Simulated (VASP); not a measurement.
# TiAl (P1) in VASP: single point with r2SCAN

Aim: the single point of TiAl with r2SCAN.

Program: VASP 6.6.1. These are calculated values, not measurements. Logs are shortened: lines on timing, memory, paths and dates and some standing lists are left out, and cuts for length are marked.

## (1) The cell of the first run

The typed cell holds 2 atoms: a = 2.867 Å, b = 2.867 Å, c = 4.678 Å, α = 90.00°, β = 90.00°, γ = 120.00°.

## (2) Single point, r2SCAN (all Ti atoms moved -0.300 Å, as atom 1 along Cartesian [1 1 1])

Input file POSCAR:

```
TiAl
1.0
    2.8672622327      0.0000000000      0.0000000000
   -1.4336311163      2.4831219328      0.0000000000
    0.0000000000      0.0000000000      4.6780830000
Ti Al
1 1
Direct
   -0.0952843021     -0.0697529503     -0.0370247986
    0.3333333333      0.6666666667      0.5000000000
```

Input file INCAR.step1:

```
PREC = Accurate
ENCUT = 550
ISMEAR = 0
SIGMA = 0.15
LREAL = False
LASPH = True
NELM = 120
NBANDS = 14
GGA = PE
ALGO = Normal
EDIFF = 1E-5
LWAVE = True
LCHARG = False
GGA_COMPAT = False
```

Input file INCAR.step2:

```
PREC = Accurate
ENCUT = 550
EDIFF = 1E-6
ISMEAR = 0
SIGMA = 0.15
LREAL = False
LASPH = True
NELM = 120
ALGO = Normal
ISIF = 2
LWAVE = False
LCHARG = False
METAGGA = R2SCAN
LMIXTAU = True
NBANDS = 14
ISTART = 1
GGA_COMPAT = False
```

Input file KPOINTS:

```
Automatic mesh
0
Gamma
  18 18 10
```

Potentials or basis: VASP PAW PBE potentials, release 64 (Ti_sv, Al).

The run is started by

```console
$ cat potpaw_PBE.64/Ti_sv/POTCAR potpaw_PBE.64/Al/POTCAR > POTCAR
$ cp INCAR.step1 INCAR
$ mpirun -np 1 vasp_std > vasp.out
$ cp INCAR.step2 INCAR
$ mpirun -np 1 vasp_std > vasp.out
```

OUTCAR:

```text
PREC = Accurate
   ENCUT = 550
   EDIFF = 1E-6
   ISMEAR = 0
   LREAL = False
   LASPH = True
   NELM = 120
   ISIF = 2
   METAGGA = R2SCAN
   ISTART = 1

 ion  position               nearest neighbor table
   1  0.905  0.930  0.963-   2 2.59   2 2.78   2 2.84   2 2.89   2 3.05   2 3.11
   2  0.333  0.667  0.500-   1 2.59   1 2.78   1 2.84   1 2.89   1 3.05   1 3.11

  LATTYP: Found a hexagonal cell.
 ALAT       =     2.8672622327
 C/A-ratio  =     1.6315504549

  Lattice vectors:

 A1 = (   2.8672622327,   0.0000000000,   0.0000000000)
 A2 = (  -1.4336311163,   2.4831219328,   0.0000000000)
 A3 = (   0.0000000000,   0.0000000000,   4.6780830000)

Analysis of symmetry for initial positions (statically):
=====================================================================
 Subroutine PRICEL returns:
 Original cell was already a primitive cell.

 Routine SETGRP: Setting up the symmetry group for a
 hexagonal supercell.

 Subroutine GETGRP returns: Found  1 space group operations
 (whereof  1 operations were pure point group operations)
 out of a pool of 24 trial point group operations.

The static configuration has the point symmetry C_1 .

Analysis of symmetry for dynamics (positions and initial velocities):
=====================================================================
 Subroutine PRICEL returns:
 Original cell was already a primitive cell.

 Routine SETGRP: Setting up the symmetry group for a
 hexagonal supercell.

 Subroutine GETGRP returns: Found  1 space group operations
 (whereof  1 operations were pure point group operations)
 out of a pool of 24 trial point group operations.

The dynamic configuration has the point symmetry C_1 .

 Subroutine INISYM returns: Found  1 space group operations
 (whereof  1 operations are pure point group operations),
 and found     1 'primitive' translations

----------------------------------------------------------------------------------------

                                     Primitive cell

  volume of cell :      33.3068

  direct lattice vectors                    reciprocal lattice vectors
     2.867262233  0.000000000  0.000000000     0.348764751  0.201359423  0.000000000
    -1.433631116  2.483121933  0.000000000     0.000000000  0.402718846  0.000000000
     0.000000000  0.000000000  4.678083000     0.000000000  0.000000000  0.213762774

  length of vectors
     2.867262233  2.867262233  4.678083000     0.402718846  0.402718846  0.213762774

  position of ions in fractional coordinates (direct lattice)
     0.904715698  0.930247050  0.962975201
     0.333333333  0.666666667  0.500000000

  ion indices of the primitive-cell ions
   primitive index   ion index
                 1           1
                 2           2

----------------------------------------------------------------------------------------

 KPOINTS: Automatic mesh

Automatic generation of k-mesh.
 Grid dimensions read from file:
 generate k-points for:   18   18   10

 Generating k-lattice:

  Cartesian coordinates                     Fractional coordinates (reciprocal lattice)
     0.019375820  0.011186635  0.000000000     0.055555556  0.000000000  0.000000000
     0.000000000  0.022373269  0.000000000     0.000000000  0.055555556  0.000000000
     0.000000000  0.000000000  0.021376277     0.000000000  0.000000000  0.100000000

  Length of vectors
     0.022373269  0.022373269  0.021376277

  Shift w.r.t. Gamma in fractional coordinates (k-lattice)
     0.000000000  0.000000000  0.000000000

 Subroutine IBZKPT returns following result:
 ===========================================

 Found   1624 irreducible k-points:

 Following reciprocal coordinates:
            Coordinates               Weight
  0.000000  0.000000  0.000000      1.000000
  0.055556 -0.000000  0.000000      2.000000
  0.000000  0.055556  0.000000      2.000000
 -0.055556  0.055556  0.000000      2.000000
  0.111111 -0.000000  0.000000      2.000000
  0.000000  0.111111  0.000000      2.000000
[... 16 lines left out ...]
  0.444444 -0.000000  0.000000      2.000000
  0.000000  0.444444  0.000000      2.000000
 [... further k-points ...]
   k-points           NKPTS =   1624   k-points in BZ     NKDIM =   1624   number of bands    NBANDS=     14
   number of dos      NEDOS =    301   number of ions     NIONS =      2
   total plane-waves  NPLWV =  20736
   dimension x,y,z NGX =    24 NGY =   24 NGZ =   36
   dimension x,y,z NGXF=    48 NGYF=   48 NGZF=   72
   ions per type =               1   1
   NGX,Y,Z   is equivalent  to a cutoff of  13.92, 13.92, 12.79 a.u.
   NGXF,Y,Z  is equivalent  to a cutoff of  27.83, 27.83, 25.59 a.u.
 SYSTEM =  unknown system
   PREC   = accura    normal or accurate (medium, high low for compatibility)
   ISTART =      1    job   : 0-new  1-cont  2-samecut
   ICHARG =      0    charge: 1-file 2-atom 10-const
   ISPIN  =      1    spin polarized calculation?
   LNONCOLLINEAR =      F non collinear calculations
   LSORBIT =      F    spin-orbit coupling
   LASPH  =      T    aspherical Exc in radial PAW
   ENCUT  =  550.0 eV  40.42 Ry    6.36 a.u.   5.48  5.48  8.95*2*pi/ulx,y,z
   NELM   =    120;   NELMIN=  2; NELMDL=  0     # of ELM steps
   EDIFF  = 0.1E-05   stopping-criterion for ELM
   LREAL  =      F    real-space projection
   EDIFFG = 0.1E-04   stopping-criterion for IOM
   NSW    =      0    number of steps for IOM
   IBRION =     -1    ionic relax: 0-MD 1-quasi-New 2-CG
   NFREE  =      0    steps in history (QN), initial steepest desc. (CG)
   ISIF   =      2    stress and relaxation
   ISYM   =      2    0-nonsym 1-usesym 2-fastsym
   POTIM  = 0.5000    time-step for ionic-motion
   TEBEG  =    0.0;   TEEND  =   0.0 temperature during run
   PSTRESS=    0.0 pullay stress
   NELECT =      15.0000    total number of electrons
   NUPDOWN=      -1.0000    fix difference up-down
   EMIN   =  10.00;   EMAX   =-10.00  energy-range for DOS
   EFERMI =   0.00;   METHOD = LEGACY
   ISMEAR =     0;   SIGMA  =   0.15  broadening in eV -4-tet -1-fermi 0-gaus
   EFERMI_NEDOS =   21; number of points for ismear=-14 and -15
   IALGO  =     38    algorithm
   IMIX   =      4    mixing-type and parameters
     AMIX     =   0.40;   BMIX     =  1.00
     AMIX_MAG =   1.60;   BMIX_MAG =  1.00
  volume/ion in A,a.u.               =      16.65       112.38
  Fermi-wavevector in a.u.,A,eV,Ry     =   1.254857  2.371335 21.424622  1.574665
  Thomas-Fermi vector in A             =   2.388641
   LORBIT       =      0    0 simple, 1 ext, 2 COOP (PROOUT), +10 PAW based schemes
   METAGGA = R2SCAN    functional components
   LHFCALC =     F    Hartree Fock is set to
   AEXX    =    0.0000 exact exchange contribution
   IVDW    =     0    specifies the selected vdW correction
   LEPSILON=     F    determine dielectric tensor
   LRPA    =     F    only Hartree local field effects (RPA)
 non-spin polarized calculation
 Gauss-broadening in eV      SIGMA  =   0.15
  energy-cutoff  :      550.00
  volume of cell :       33.31
 maximum number of plane-waves:      1008
 NGX is ok and might be reduce to    24
   NGX = 11   NGY = 11   NGZ = 17

 number of electron      14.9999999 magnetization

 Free energy of the ion-electron system (eV)
  ---------------------------------------------------
  ext. energy  EPLUGINS =         0.00000000
  ---------------------------------------------------
  free energy    TOTEN  =       -20.05740701 eV

  energy without entropy =      -20.03151981  energy(sigma->0) =      -20.04446341

 E-fermi :   7.8261     XC(G=0): -11.7331

 val. band max:        7.8259141769   @ k =  -0.2222   0.2222   0.4000
 cond. band min:       7.8262591489   @ k =  -0.4444   0.2778   0.4000
 fundamental gap:      0.0003449720
 Fermi energy:         7.8261163278

 k-point     1 :       0.0000    0.0000    0.0000
  band No.  band energies     occupation
      1     -51.0039      2.00000
      2     -26.2828      2.00000
      3     -25.8619      2.00000
      4     -25.8490      2.00000
      5      -1.6166      2.00000
      6       5.3128      2.00000
      7       5.8721      2.00000
      8       9.2352      0.00000
      9       9.2643      0.00000
     10      10.8104      0.00000
     11      10.9519      0.00000
     12      12.0090      0.00000
     13      21.5249      0.00000
     14      21.6524      0.00000

 k-point     2 :       0.0556   -0.0000    0.0000
  band No.  band energies     occupation
      1     -51.0009      2.00000
      2     -26.2798      2.00000
      3     -25.8690      2.00000
      4     -25.8651      2.00000
      5      -1.5353      2.00000
      6       5.3915      2.00000
      7       5.8914      2.00000
      8       9.1810      0.00000
      9       9.3021      0.00000
     10      10.8257      0.00000
     11      10.9300      0.00000
     12      12.0308      0.00000
     13      20.1477      0.00000
     14      20.7857      0.00000

 k-point     3 :       0.0000    0.0556    0.0000
  band No.  band energies     occupation
      1     -51.0009      2.00000
      2     -26.2799      2.00000
      3     -25.8796      2.00000
      4     -25.8543      2.00000
      5      -1.5356      2.00000
      6       5.3926      2.00000
      7       5.8972      2.00000
      8       9.1552      0.00000
      9       9.3269      0.00000
     10      10.7884      0.00000
     11      10.9586      0.00000
     12      12.0262      0.00000
     13      20.1993      0.00000
     14      20.7678      0.00000
[... 324 lines left out ...]
 k-point    23 :       0.4444   -0.0000    0.0000
  band No.  band energies     occupation
      1     -50.9059      2.00000
      2     -26.4400      2.00000
      3     -26.1851      2.00000
      4     -25.9958      2.00000
      5       3.1370      2.00000
      6       5.5084      2.00000
      7       6.2984      2.00000
      8       6.8563      2.00000
      9      10.2416      0.00000
     10      11.9165      0.00000
     11      11.9777      0.00000
     12      12.3301      0.00000
     13      13.2636      0.00000
     14      16.3550      0.00000

 k-point    24 :       0.0000    0.4444    0.0000
  band No.  band energies     occupation
      1     -50.9062      2.00000
      2     -26.4464      2.00000
      3     -26.1868      2.00000
      4     -25.9847      2.00000
      5       3.1290      2.00000
      6       5.4469      2.00000
      7       6.4993      2.00000
      8       6.9340      2.00000
      9      10.1369      0.00000
     10      11.8596      0.00000
     11      11.9176      0.00000
     12      12.0578      0.00000
     13      13.2657      0.00000
     14      16.3993      0.00000

 [... further k-points ...]

------------------------ aborting loop because EDIFF is reached ----------------------------------------

  FORCE on cell =-STRESS in cart. coord.  units (eV):
  Direction    XX          YY          ZZ          XY          YZ          ZX
  --------------------------------------------------------------------------------------
  -------------------------------------------------------------------------------------
  Total        0.7184701     -0.5274167      0.4963618      0.5567783      0.2578691      0.3810570
  in kB       34.5609668    -25.3706217     23.8767708     26.7830162     12.4044196     18.3301993
  external PRESSURE =      11.0223720 kB  Pullay stress =       0.0000000 kB

 VOLUME and BASIS-vectors are now :
 -----------------------------------------------------------------------------
  energy-cutoff  :      550.00
  volume of cell :       33.31
      direct lattice vectors                 reciprocal lattice vectors
     2.867262233  0.000000000  0.000000000     0.348764751  0.201359423  0.000000000
    -1.433631116  2.483121933  0.000000000     0.000000000  0.402718846  0.000000000
     0.000000000  0.000000000  4.678083000     0.000000000  0.000000000  0.213762774

 POSITION                                       TOTAL-FORCE (eV/Angst)
 -----------------------------------------------------------------------------------
      1.26043      2.30992      4.50488         0.554345      0.382438      1.382274
     -0.00000      1.65541      2.33904        -0.554345     -0.382438     -1.382274
 -----------------------------------------------------------------------------------
    total drift:                                0.000374      0.000163     -0.000924

  FREE ENERGIE OF THE ION-ELECTRON SYSTEM (eV)
  ---------------------------------------------------
  free  energy   TOTEN  =       -20.0574070116 eV

  energy  without entropy=      -20.0315198091  energy(sigma->0) =      -20.04446341
```

It took 20 min on 1 thread of Intel Xeon Platinum 8488C (Sapphire Rapids), shared host; peak memory 0.9 GiB.

Results:

- Free energy: -20.0574 eV
- Pressure: 1.1 GPa
- Largest force: 1.538 eV/Å
- Band gap on the k mesh: zero (an odd number of electrons rules out a gap without spin polarisation)

Forces in eV/Å, atoms in the order of the input:
```
Ti   0.554  0.382  1.382
Al  -0.554 -0.382 -1.382
```

Stress tensor (GPa, compression positive):
```
 3.46  2.68  1.83
 2.68 -2.54  1.24
 1.83  1.24  2.39
```

Caveat: the cell differs from its parent crystal (all Ti atoms moved -0.300 Å, as atom 1 along Cartesian [1 1 1]); the stress differs along the axes, from -3 to 3 GPa; the PAW data sets were made with another functional, which shifts forces and pressure a little.
